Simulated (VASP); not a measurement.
Input of a VASP 6.6.1 run:

File INCAR:

```
PREC = Accurate
ENCUT = 520
EDIFF = 1E-6
ISMEAR = -1
SIGMA = 0.1
LREAL = F
LASPH = T
NELM = 80
ALGO = Normal
ISIF = 2
LWAVE = F
LCHARG = F
GGA = CA
NBANDS = 20
```

The input KPOINTS:

```
regular mesh
0
Gamma
  10 10 5
```

POSCAR

```
MoS2
1.0
    3.2541344328      0.0000000000      0.0000000000
   -1.6270672164      2.8181707997      0.0000000000
    0.0000000000      0.0000000000      6.3646415395
Mo S
1 2
Direct
    0.0000000000      0.0000000000      0.5000000000
    0.3333333333      0.6666666667      0.2553200000
    0.6666666667      0.3333333333      0.7446800000
```

Potentials or basis: VASP PAW LDA potentials, release 64 (Mo_sv, S).

Command:

```sh
$ cat potpaw_LDA.64/Mo_sv/POTCAR potpaw_LDA.64/S/POTCAR > POTCAR
$ mpirun -np 1 vasp_std > vasp.out
```

Problem. Estimate the pressure.

Solution. -8.6 GPa.

Problem. What does it give for the band gap on the k mesh?

Solution. Zero (band 13 reaches 6.83 eV, above the bottom of band 14 at 6.08 eV).

Problem. Predict the largest force.

Solution. 0.508 eV/Å.

Stress tensor (GPa, compression positive):
```
-9.54  0.00  0.00
 0.00 -9.54  0.00
 0.00  0.00 -6.69
```
